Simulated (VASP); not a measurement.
Set up this calculation in VASP 6.6.1, as the native input.

```yaml
Task: single point
Functional: PBEsol
Potentials_or_basis: VASP PAW PBE potentials, release 64 (Al, N)
Cutoff: 520 eV
k_mesh: 10 × 10 × 10
Occupations: gaussian, width 0.05 eV
Spin: no spin polarisation
Dipole_correction: no
Further_INCAR_settings: ALGO = Normal; EDIFF = 1e-06; NBANDS = 11
```

The structure of AlN lies in POSCAR:

```
AlN
1.0
   -0.1087709322      2.0046539162      2.0046539162
    2.0046539162     -0.1087709322      2.0046539162
    2.0046539162      2.0046539162     -0.1087709322
Al N
1 1
Direct
    0.5000000000      0.5000000000      0.5000000000
    0.0000000000      0.0000000000      0.0000000000
```

These files were run (other wordings do the same):

INCAR

```
PREC     = Accurate       # precision mode
ENCUT    = 520            # plane-wave cutoff, eV
EDIFF    = 1E-6           # SCF threshold, eV
ISMEAR   = 0              # smearing method
SIGMA    = 0.05           # smearing width, eV
LREAL    = F              # projectors in reciprocal space
LASPH    = T              # aspherical terms in the spheres
NELM     = 60             # most SCF steps
ALGO     = Normal         # electronic algorithm
ISIF     = 2              # what is computed and relaxed
LWAVE    = F              # write WAVECAR
LCHARG   = F              # write CHGCAR
GGA      = PS             # functional
NBANDS   = 11             # bands
```

KPOINTS

```
regular mesh
0
Gamma
  10 10 10
```

Potentials or basis: VASP PAW PBE potentials, release 64 (Al, N).

The run is started by

```sh
$ cat potpaw_PBE.64/Al/POTCAR potpaw_PBE.64/N/POTCAR > POTCAR
$ mpirun -np 1 vasp_std > vasp.out
```

Results of the run:

- Pressure: -11.8 GPa
- Band gap on the k mesh: 2.97 eV, indirect (least direct gap 4.06 eV)

Caveat: the PAW data sets were made with another functional, which shifts forces and pressure a little.

Run time: 22 s on 1 thread of Intel Xeon 6975P-C (shared host), peak memory 0.15 GiB.
